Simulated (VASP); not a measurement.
A run of VASP 6.6.1:

The input INCAR:

```
  PREC = Accurate
  ENCUT = 520
  EDIFF = 1E-7
  ISMEAR = 0
  SIGMA = 0.05
  LREAL = F
  LASPH = T
  NELM = 60
  ALGO = Normal
  ISIF = 2
  LWAVE = F
  LCHARG = F
  GGA = PS
  IVDW = 12
  NBANDS = 11
```

File KPOINTS:

```
regular mesh
0
Gamma
  15 15 15
```

The input POSCAR:

```
C
1.0
    1.2291305633      0.7096388616      3.2835658809
   -1.2291305633      0.7096388616      3.2835658809
    0.0000000000     -1.4192777231      3.2835658809
C
2
Direct
    0.1809247336      0.1809247336      0.1668330589
    0.8190752664      0.8190752664      0.8331669411
```

Potentials or basis: VASP PAW PBE potentials, release 64 (C).

Command:

```console
$ cat potpaw_PBE.64/C/POTCAR > POTCAR
$ mpirun -np 1 vasp_std > vasp.out
```

Hardware: 1 thread of Intel(R) Xeon(R) Platinum 8259CL CPU @ 2.50GHz (Skylake/Cascade Lake) (shared host).

Question: How long does it take, and how much memory?

Answer: It took 5 min on 1 thread of Intel(R) Xeon(R) Platinum 8259CL CPU @ 2.50GHz (Skylake/Cascade Lake), with other jobs on the host, peak memory 0.27 GiB. Counts: scf iterations 13, k points 904.
